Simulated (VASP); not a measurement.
# HfO2 (P4_2/mnm) in VASP: relaxation of shape and atoms at fixed volume with PBE+U

Aim: the relaxation of shape and atoms at fixed volume of HfO2 with PBE+U.

Program: VASP 6.6.1. These are calculated values, not measurements. Logs are shortened: lines on timing, memory, paths and dates and some standing lists are left out, and cuts for length are marked.

**1. The cell of the first run**

The structure is tetragonal, space group P4_2/mnm (No. 136). The conventional cell has a = 4.831 Å, b = 4.831 Å, c = 3.205 Å, α = 90.00°, β = 90.00°, γ = 90.00°. Hf (site symmetry mmm) has 6 O at 2.08 to 2.09 Å within 2.8 Å. Within 2.8 Å of O (site symmetry m2m) lie 3 Hf at 2.08 to 2.09 Å and 1 O at 2.66 Å.

**2. Relaxation of shape and atoms at fixed volume, PBE+U, collinear spin, ferromagnetic start**

INCAR reads:

```
SYSTEM = HfO2
PREC = Accurate ; ENCUT = 600
EDIFF = 1E-7 ; ISMEAR = 0
SIGMA = 0.02 ; LREAL = .FALSE.
LASPH = .TRUE. ; NELM = 200
ALGO = Normal ; ISIF = 4
LWAVE = .FALSE. ; LCHARG = .FALSE.
ISPIN = 2 ; MAGMOM = 0.2 0.2 0.2 0.2 0.2 0.2
LORBIT = 11 ; LMAXMIX = 4
LDAU = .TRUE. ; LDAUTYPE = 2
LDAUL = 2 -1 ; LDAUU = 8 0
LDAUJ = 0 0 ; LDAUPRINT = 1
GGA = PE ; IBRION = 2
NSW = 50 ; EDIFFG = -0.01
GGA_COMPAT = .FALSE. ; NELMIN = 4
KPAR = 4
```

KPOINTS reads:

```
regular mesh
0
G
  9 9 12
  0 0 0
```

POSCAR reads:

```
HfO2
1.0
    4.8310693501      0.0000000000      0.0000000000
    0.0000000000      4.8310693501      0.0000000000
    0.0000000000      0.0000000000      3.2049751305
Hf O
2 4
Direct
    0.0000000000      0.0000000000      0.0000000000
    0.5000000000      0.5000000000      0.5000000000
    0.1948153545      0.8051846455      0.5000000000
    0.3051846455      0.3051846455      0.0000000000
    0.6948153545      0.6948153545      0.0000000000
    0.8051846455      0.1948153545      0.5000000000
```

Potentials or basis: VASP PAW PBE potentials, release 64 (Hf_pv, O).

On the command line:

```sh
$ cat potpaw_PBE.64/Hf_pv/POTCAR potpaw_PBE.64/O/POTCAR > POTCAR
$ mpirun -np 4 vasp_std > vasp.out
```

OUTCAR:

```text
SYSTEM = HfO2
   PREC = Accurate
   ENCUT = 600
   EDIFF = 1E-7
   ISMEAR = 0
   LREAL = .FALSE.
   LASPH = .TRUE.
   NELM = 200
   ISIF = 4
   ISPIN = 2
   LORBIT = 11
   GGA = PE
   IBRION = 2
   NSW = 50
   EDIFFG = -0.01
   NELMIN = 4

 ion  position               nearest neighbor table
   1  0.000  0.000  0.000-   3 2.08   6 2.08   3 2.08   6 2.08   5 2.09   4 2.09   2 3.77   2 3.77
                             2 3.77   2 3.77   2 3.77   2 3.77   2 3.77   2 3.77
   2  0.500  0.500  0.500-   4 2.08   5 2.08   4 2.08   5 2.08   3 2.09   6 2.09   1 3.77   1 3.77
                             1 3.77   1 3.77   1 3.77   1 3.77   1 3.77   1 3.77
   3  0.195  0.805  0.500-   1 2.08   1 2.08   2 2.09
   4  0.305  0.305  0.000-   2 2.08   2 2.08   1 2.09
   5  0.695  0.695  0.000-   2 2.08   2 2.08   1 2.09
   6  0.805  0.195  0.500-   1 2.08   1 2.08   2 2.09

  LATTYP: Found a simple tetragonal cell.
 ALAT       =     4.8310693501
 C/A-ratio  =     0.6634090505

  Lattice vectors:

 A1 = (   4.8310693501,   0.0000000000,   0.0000000000)
 A2 = (   0.0000000000,   4.8310693501,   0.0000000000)
 A3 = (   0.0000000000,   0.0000000000,   3.2049751305)

Analysis of symmetry for initial positions (statically):
=====================================================================
 Subroutine PRICEL returns:
 Original cell was already a primitive cell.

 Routine SETGRP: Setting up the symmetry group for a
 simple tetragonal supercell.

 Subroutine GETGRP returns: Found 16 space group operations
 (whereof  8 operations were pure point group operations)
 out of a pool of 16 trial point group operations.

The static configuration has the point symmetry D_2h.
 The point group associated with its full space group is D_4h.

Analysis of symmetry for dynamics (positions and initial velocities):
=====================================================================
 Subroutine PRICEL returns:
 Original cell was already a primitive cell.

 Routine SETGRP: Setting up the symmetry group for a
 simple tetragonal supercell.

 Subroutine GETGRP returns: Found 16 space group operations
 (whereof  8 operations were pure point group operations)
 out of a pool of 16 trial point group operations.

The dynamic configuration has the point symmetry D_2h.
 The point group associated with its full space group is D_4h.

Analysis of structural, dynamic, and magnetic symmetry:
=====================================================================
 Subroutine PRICEL returns:
 Original cell was already a primitive cell.

 Routine SETGRP: Setting up the symmetry group for a
 simple tetragonal supercell.

 Subroutine GETGRP returns: Found 16 space group operations
 (whereof  8 operations were pure point group operations)
 out of a pool of 16 trial point group operations.

The overall configuration has the point symmetry D_2h.
 The point group associated with its full space group is D_4h.

 Subroutine INISYM returns: Found 16 space group operations
 (whereof  8 operations are pure point group operations),
 and found     1 'primitive' translations

----------------------------------------------------------------------------------------

                                     Primitive cell

  volume of cell :      74.8017

  direct lattice vectors                    reciprocal lattice vectors
     4.831069350  0.000000000  0.000000000     0.206993510  0.000000000  0.000000000
     0.000000000  4.831069350  0.000000000     0.000000000  0.206993510  0.000000000
     0.000000000  0.000000000  3.204975130     0.000000000  0.000000000  0.312014902

  length of vectors
[... 143 lines left out ...]
  ---------------------------------------------------
  free energy    TOTEN  =       -51.93954526 eV

  energy without entropy =      -51.93954526  energy(sigma->0) =      -51.93954526

------------------------ aborting loop because EDIFF is reached ----------------------------------------

  FORCE on cell =-STRESS in cart. coord.  units (eV):
  Direction    XX          YY          ZZ          XY          YZ          ZX
  --------------------------------------------------------------------------------------
  -------------------------------------------------------------------------------------
  Total        9.6544115      9.6544115     14.7943242      0.0000000      0.0000000      0.0000000
  in kB      206.7879280    206.7879280    316.8797647      0.0000000      0.0000000      0.0000000
  external PRESSURE =     243.4852069 kB  Pullay stress =       0.0000000 kB
[... 153 lines left out ...]
--------------------------------------- Ionic step        5  -------------------------------------------

 number of electron      43.9999995 magnetization       0.0000000

atom =   1  type =  1  l = 2

 onsite density matrix

spin component  1

  0.1588  0.0000 -0.0785  0.0000  0.0000
  0.0000  0.1350  0.0000 -0.0696  0.0000
 -0.0785  0.0000  0.1132  0.0000  0.0000
  0.0000 -0.0696  0.0000  0.1350  0.0000
  0.0000  0.0000  0.0000  0.0000  0.0616

spin component  2

  0.1588  0.0000 -0.0785  0.0000  0.0000
  0.0000  0.1350  0.0000 -0.0696  0.0000
 -0.0785  0.0000  0.1132  0.0000  0.0000
  0.0000 -0.0696  0.0000  0.1350  0.0000
  0.0000  0.0000  0.0000  0.0000  0.0616

 occupancies and eigenvectors

  o =  0.0543  v = -0.6005 -0.0000 -0.7996  0.0000  0.0000  0.0000  0.0000  0.0000  0.0000  0.0000      0.0000  0.0000  0.0000  0.0000  0.0000  0.0000  0.0000  0.0000  0.0000  0.0000
  o =  0.0543  v =  0.0000  0.0000  0.0000  0.0000  0.0000 -0.6005 -0.0000 -0.7996  0.0000  0.0000      0.0000  0.0000  0.0000  0.0000  0.0000  0.0000  0.0000  0.0000  0.0000  0.0000
  o =  0.0616  v =  0.0000  0.0000  0.0000  0.0000  0.0000 -0.0000  0.0000 -0.0000  0.0000 -1.0000      0.0000  0.0000  0.0000  0.0000  0.0000  0.0000  0.0000  0.0000  0.0000  0.0000
  o =  0.0616  v = -0.0000  0.0000 -0.0000  0.0000 -1.0000  0.0000  0.0000  0.0000  0.0000  0.0000      0.0000  0.0000  0.0000  0.0000  0.0000  0.0000  0.0000  0.0000  0.0000  0.0000
  o =  0.0654  v =  0.0000  0.7071  0.0000  0.7071  0.0000  0.0000  0.0000  0.0000  0.0000  0.0000      0.0000  0.0000  0.0000  0.0000  0.0000  0.0000  0.0000  0.0000  0.0000  0.0000
  o =  0.0654  v =  0.0000  0.0000  0.0000  0.0000  0.0000  0.0000  0.7071  0.0000  0.7071  0.0000      0.0000  0.0000  0.0000  0.0000  0.0000  0.0000  0.0000  0.0000  0.0000  0.0000
  o =  0.2045  v =  0.0000  0.7071  0.0000 -0.7071  0.0000  0.0000  0.0000  0.0000  0.0000  0.0000      0.0000  0.0000  0.0000  0.0000  0.0000  0.0000  0.0000  0.0000  0.0000  0.0000
  o =  0.2045  v =  0.0000  0.0000  0.0000  0.0000  0.0000  0.0000  0.7071  0.0000 -0.7071  0.0000      0.0000  0.0000  0.0000  0.0000  0.0000  0.0000  0.0000  0.0000  0.0000  0.0000
  o =  0.2177  v = -0.7996 -0.0000  0.6005  0.0000  0.0000  0.0000  0.0000  0.0000  0.0000  0.0000      0.0000  0.0000  0.0000  0.0000  0.0000  0.0000  0.0000  0.0000  0.0000  0.0000
  o =  0.2177  v =  0.0000  0.0000  0.0000  0.0000  0.0000 -0.7996 -0.0000  0.6005  0.0000  0.0000      0.0000  0.0000  0.0000  0.0000  0.0000  0.0000  0.0000  0.0000  0.0000  0.0000

atom =   2  type =  1  l = 2

 onsite density matrix

spin component  1

  0.1588  0.0000  0.0785  0.0000  0.0000
  0.0000  0.1350  0.0000  0.0696  0.0000
  0.0785  0.0000  0.1132  0.0000  0.0000
  0.0000  0.0696  0.0000  0.1350  0.0000
  0.0000  0.0000  0.0000  0.0000  0.0616

spin component  2

  0.1588  0.0000  0.0785  0.0000  0.0000
  0.0000  0.1350  0.0000  0.0696  0.0000
  0.0785  0.0000  0.1132  0.0000  0.0000
  0.0000  0.0696  0.0000  0.1350  0.0000
  0.0000  0.0000  0.0000  0.0000  0.0616

 occupancies and eigenvectors

  o =  0.0543  v = -0.6005  0.0000  0.7996  0.0000 -0.0000  0.0000  0.0000  0.0000  0.0000  0.0000      0.0000  0.0000  0.0000  0.0000  0.0000  0.0000  0.0000  0.0000  0.0000  0.0000
  o =  0.0543  v =  0.0000  0.0000  0.0000  0.0000  0.0000 -0.6005  0.0000  0.7996  0.0000 -0.0000      0.0000  0.0000  0.0000  0.0000  0.0000  0.0000  0.0000  0.0000  0.0000  0.0000
  o =  0.0616  v =  0.0000  0.0000  0.0000  0.0000  0.0000 -0.0000 -0.0000  0.0000  0.0000  1.0000      0.0000  0.0000  0.0000  0.0000  0.0000  0.0000  0.0000  0.0000  0.0000  0.0000
  o =  0.0616  v = -0.0000 -0.0000  0.0000  0.0000  1.0000  0.0000  0.0000  0.0000  0.0000  0.0000      0.0000  0.0000  0.0000  0.0000  0.0000  0.0000  0.0000  0.0000  0.0000  0.0000
  o =  0.0654  v =  0.0000  0.7071  0.0000 -0.7071  0.0000  0.0000  0.0000  0.0000  0.0000  0.0000      0.0000  0.0000  0.0000  0.0000  0.0000  0.0000  0.0000  0.0000  0.0000  0.0000
  o =  0.0654  v =  0.0000  0.0000  0.0000  0.0000  0.0000  0.0000  0.7071  0.0000 -0.7071  0.0000      0.0000  0.0000  0.0000  0.0000  0.0000  0.0000  0.0000  0.0000  0.0000  0.0000
  o =  0.2045  v =  0.0000 -0.7071  0.0000 -0.7071 -0.0000  0.0000  0.0000  0.0000  0.0000  0.0000      0.0000  0.0000  0.0000  0.0000  0.0000  0.0000  0.0000  0.0000  0.0000  0.0000
  o =  0.2045  v =  0.0000  0.0000  0.0000  0.0000  0.0000  0.0000 -0.7071  0.0000 -0.7071 -0.0000      0.0000  0.0000  0.0000  0.0000  0.0000  0.0000  0.0000  0.0000  0.0000  0.0000
  o =  0.2177  v = -0.7996  0.0000 -0.6005  0.0000 -0.0000  0.0000  0.0000  0.0000  0.0000  0.0000      0.0000  0.0000  0.0000  0.0000  0.0000  0.0000  0.0000  0.0000  0.0000  0.0000
  o =  0.2177  v =  0.0000  0.0000  0.0000  0.0000  0.0000 -0.7996  0.0000 -0.6005  0.0000 -0.0000      0.0000  0.0000  0.0000  0.0000  0.0000  0.0000  0.0000  0.0000  0.0000  0.0000

 number of electron      43.9999995 magnetization      -0.0000000

 Free energy of the ion-electron system (eV)
  ---------------------------------------------------
  ext. energy  EPLUGINS =         0.00000000
  ---------------------------------------------------
  free energy    TOTEN  =       -51.99485258 eV

  energy without entropy =      -51.99485258  energy(sigma->0) =      -51.99485258

 E-fermi :   2.9885     XC(G=0): -10.9681

 val. band max:        2.9060746391   @ k =   0.0000   0.0000   0.0000
 cond. band min:       7.5681638106   @ k =   0.0000   0.0000   0.0000
 fundamental gap:      4.6620891715
 Fermi energy:         2.9884524535

 spin component 1

 k-point     1 :       0.0000    0.0000    0.0000
  band No.  band energies     occupation
      1     -27.8400      1.00000
      2     -27.8400      1.00000
      3     -27.5798      1.00000
      4     -27.5798      1.00000
      5     -27.4781      1.00000
      6     -27.4190      1.00000
[... 1468 lines left out ...]
  FREE ENERGIE OF THE ION-ELECTRON SYSTEM (eV)
  ---------------------------------------------------
  free  energy   TOTEN  =       -51.9948525819 eV

  energy  without entropy=      -51.9948525819  energy(sigma->0) =      -51.99485258

 reached required accuracy - stopping structural energy minimisation

 total charge

# of ion       s       p       d       tot
------------------------------------------
    1        0.349   6.743   1.171   8.263
    2        0.349   6.743   1.171   8.263
    3        1.557   3.604   0.000   5.161
    4        1.557   3.604   0.000   5.161
    5        1.557   3.604   0.000   5.161
    6        1.557   3.604   0.000   5.161
--------------------------------------------------
tot          6.927  27.903   2.342  37.172

 magnetization (x)

# of ion       s       p       d       tot
------------------------------------------
    1        0.000   0.000  -0.000  -0.000
    2        0.000   0.000  -0.000  -0.000
    3       -0.000   0.000   0.000   0.000
    4       -0.000   0.000   0.000   0.000
    5       -0.000   0.000   0.000   0.000
    6       -0.000   0.000   0.000   0.000
--------------------------------------------------
tot          0.000   0.000  -0.000  -0.000
```

It took 4.4 min on 4 MPI ranks of AMD EPYC 9R45 (Zen 5), shared host; peak memory 0.49 GiB.

Results:

```yaml
Free_energy: -51.9949 eV
Energy_gained_by_relaxing: 9.2 meV/atom
Ionic_steps: 5
Pressure_after_relaxing: 22.9 GPa
Largest_force_after_relaxing: 0.005 eV/Å
Band_gap_on_the_k_mesh: 4.66 eV
Net_moment: 0.00 μB per cell
Valence_electrons_inside_the_program's_atomic_spheres: Hf 8.26; O 5.16
```

Forces on the atoms (eV/Å):
```
Hf   0.000  0.000  0.000
Hf   0.000  0.000  0.000
O    0.004 -0.004  0.000
O   -0.004 -0.004  0.000
O    0.004  0.004  0.000
O   -0.004  0.004  0.000
```

Stress tensor (GPa, compression positive):
```
22.85  0.00  0.00
 0.00 22.85  0.00
 0.00  0.00 22.94
```

The path:
| step | energy change (eV) | largest force (eV/Å) | pressure (GPa) | volume (Å³) |
| --- | --- | --- | --- | --- |
| 1 | 0.0000 | 0.3116 | 24.35 | 74.80 |
| 2 | -0.0217 | 0.7107 | 22.51 | 74.80 |
| 3 | -0.0462 | 0.2711 | 23.10 | 74.80 |
| 4 | -0.0549 | 0.0501 | 22.93 | 74.80 |
| 5 | -0.0553 | 0.0054 | 22.88 | 74.80 |

Final structure:
```cif
data_structure
_symmetry_space_group_name_H-M 'P 1'
_symmetry_Int_Tables_number 1
_cell_length_a 4.7767
_cell_length_b 4.7767
_cell_length_c 3.2784
_cell_angle_alpha 90.000
_cell_angle_beta 90.000
_cell_angle_gamma 90.000
_cell_volume 74.80
loop_
_atom_site_label
_atom_site_type_symbol
_atom_site_fract_x
_atom_site_fract_y
_atom_site_fract_z
_atom_site_occupancy
Hf1 Hf 0.00000 0.00000 0.00000 1
Hf2 Hf 0.50000 0.50000 0.50000 1
O1 O 0.19413 0.80587 0.50000 1
O2 O 0.30587 0.30587 0.00000 1
O3 O 0.69413 0.69413 0.00000 1
O4 O 0.80587 0.19413 0.50000 1
```

Levels at points of the mesh, in eV from the valence-band top:
Spin up:
```tsv
k point	band 18	band 19	band 20	band 21	band 22	band 23	band 24	band 25	band 26	band 27
(0.00, 0.00, 0.00)	-1.92	-0.91	-0.51	-0.51	0.00	4.66	5.13	7.17	7.31	7.34
(0.00, 0.00, 0.50)	-2.05	-1.80	-1.80	-1.00	-1.00	7.09	7.09	7.16	7.16	7.40
```
Spin down:
```tsv
k point	band 19	band 20	band 21	band 22	band 23	band 24	band 25	band 26
(0.00, 0.00, 0.00)	-0.91	-0.51	-0.51	0.00	4.66	5.13	7.17	7.31
(0.00, 0.00, 0.50)	-1.80	-1.80	-1.00	-1.00	7.09	7.09	7.16	7.16
```

Eigenvalues of the final occupation matrices:
```tsv
site	spin	trace	eigenvalues
site 1 d	1	0.60	0.05 0.06 0.07 0.20 0.22
site 1 d	2	0.60	0.05 0.06 0.07 0.20 0.22
site 2 d	1	0.60	0.05 0.06 0.07 0.20 0.22
site 2 d	2	0.60	0.05 0.06 0.07 0.20 0.22
```

Caveat: spin-orbit coupling is left out, which moves the levels of the heavy elements.
